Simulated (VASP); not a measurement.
Here is a VASP 6.6.1 calculation.

Contents of INCAR:

```
PREC = Accurate ; ENCUT = 520
EDIFF = 1E-6 ; ISMEAR = -1
SIGMA = 0.1 ; LREAL = False
LASPH = True ; NELM = 60
ALGO = Normal ; ISIF = 2
LWAVE = False ; LCHARG = False
GGA = RE ; NBANDS = 18
```

The input KPOINTS:

```
regular mesh
0
Gamma
  7 7 10
```

Contents of POSCAR:

```
Na
1.0
    6.0571409877      0.0000000000      0.0000000000
   -3.0285704938      5.2456379696      0.0000000000
    0.0000000000      0.0000000000      3.5922149562
Na
3
Direct
    1.0000000000      1.0000000000      0.0000000000
    0.3333333333      0.6666666667      0.5000000000
    0.6666666667      0.3333333333      0.5000000000
```

Potentials or basis: VASP PAW PBE potentials, release 64 (Na_pv).

Command:

```console
$ cat potpaw_PBE.64/Na_pv/POTCAR > POTCAR
$ mpirun -np 1 vasp_std > vasp.out
```

(1) What does it give for the pressure?

(2) Estimate the band gap on the k mesh.

Answers

(1) 0.3 GPa.

(2) zero (an odd number of electrons rules out a gap without spin polarisation).

Caveat: the PAW data sets were made with another functional, which shifts forces and pressure a little.
